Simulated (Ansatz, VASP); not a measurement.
## AlPt: VASP beside Ansatz

```
Al Pt
1.0
     3.09155   -0.07729    0.00000
    -0.07729    3.09155    0.00000
     0.00000    0.00000    3.09155
Al Pt
1 1
Cartesian
  0.0000 0.0000 0.0000
  1.5071 1.5071 1.5458
```

Change from the starting cell: strain -0.0500 x Voigt [0, 0, 0, 0, 0, 1], atoms carried along.

Alike in both runs: task single point; functional r2SCAN; k mesh 16 × 16 × 16; occupations gaussian, width 0.15 eV; no spin polarisation.

```csv
,VASP,Ansatz
version,VASP 6.6.1,Ansatz 0.2.0
potentials or method,"VASP PAW PBE potentials, release 64 (Al, Pt), cutoff 520 eV","scalar-relativistic, plane waves, PAW"
valence electrons in the cell,13,21
```

```tsv
	VASP	Ansatz	Ansatz less VASP
gap on the k mesh at the Fermi level (eV)	none	none	-
pressure (GPa)	-4.4	-4.2	+0.19
traceless stress, the component that is largest in VASP (GPa)	4.10	4.07	-0.030
```

VASP's potentials were made for PBE, not for r2SCAN. A gap of «none» marks a metal or a gap that the smearing closes. VASP's potentials hold 13 valence electrons a cell and Ansatz's 21, so a difference there can come from the potentials and not from the codes.

Spin-orbit coupling is off throughout.
